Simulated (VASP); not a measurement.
Runs of VASP 6.6.1 on Ta. It takes space group Im-3m (No. 229, cubic). The conventional cell has a = 3.307 Å, b = 3.307 Å, c = 3.307 Å, α = 90.00°, β = 90.00°, γ = 90.00°. Within 3.8 Å of Ta (site symmetry m-3m) lie 14 Ta at 2.86 to 3.31 Å. 

| smearing | gap on the mesh (eV) | pressure (GPa) |
| --- | --- | --- |
| methfessel-paxton 0.1 eV | none | 0.7 |
| methfessel-paxton 0.01 eV | none | 0.6 |
| gaussian 0.2 eV | none | 0.6 |
| fermi-dirac 0.6 eV | none | 5.3 |
| fermi-dirac 1 eV | none | (b) |
| gaussian 0.03 eV | none | 0.6 |
| gaussian 0.6 eV | none | 1.3 |
| gaussian 1 eV | none | (a) |

Alike in all rows: task single point; level r2SCAN; potentials or basis VASP PAW PBE potentials, release 64 (Ta_pv); no spin polarisation; cell as given; k mesh 13 × 13 × 13; cutoff (eV) 520.

Task: Fill in the values left out.

Result: (a) 2.7; (b) 12.9.

Caveats: the PAW data sets were made with another functional, which shifts forces and pressure a little; spin-orbit coupling is left out, which moves the levels of the heavy elements; so wide a smearing shifts energies and pressures (at least some runs); the cell stands under pressure (at least some runs).

A k mesh can miss the band edges, and the runs leave out spin-orbit coupling on Ta.

A gap of «none» marks levels without a gap at the run's occupations.
